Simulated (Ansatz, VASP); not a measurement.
**One calculation of Al, two programs**

```
Al
1.0
     0.00000    1.99161    1.99161
     1.99161    0.00000    1.99161
     1.99161    1.99161    0.00000
Al
1
Cartesian
  0.0000 0.0000 0.0000
```

Alike in both runs: task single point; functional LDA; k mesh 14 × 14 × 14; no spin polarisation.

|  | VASP | Ansatz |
| --- | --- | --- |
| version | VASP 6.6.1 | Ansatz 0.2.0 |
| potentials or method | VASP PAW LDA potentials, release 64 (Al), cutoff 520 eV | plane waves (420 eV) with PAW, scalar-relativistic |
| occupations | methfessel-paxton of order 1, width 0.3 eV | cold, width 0.3 eV |
| valence electrons in the cell | 3 | 3 |

Ansatz gave:

* pressure (GPa): -0.2

Problem. Which values does VASP return?

Solution. Pressure (GPa): -0.1.

Ansatz warns that its potentials were made for another functional, while VASP's fit it. LDA's correlation is that of Perdew and Zunger in VASP and of Perdew and Wang (1992) in Ansatz.
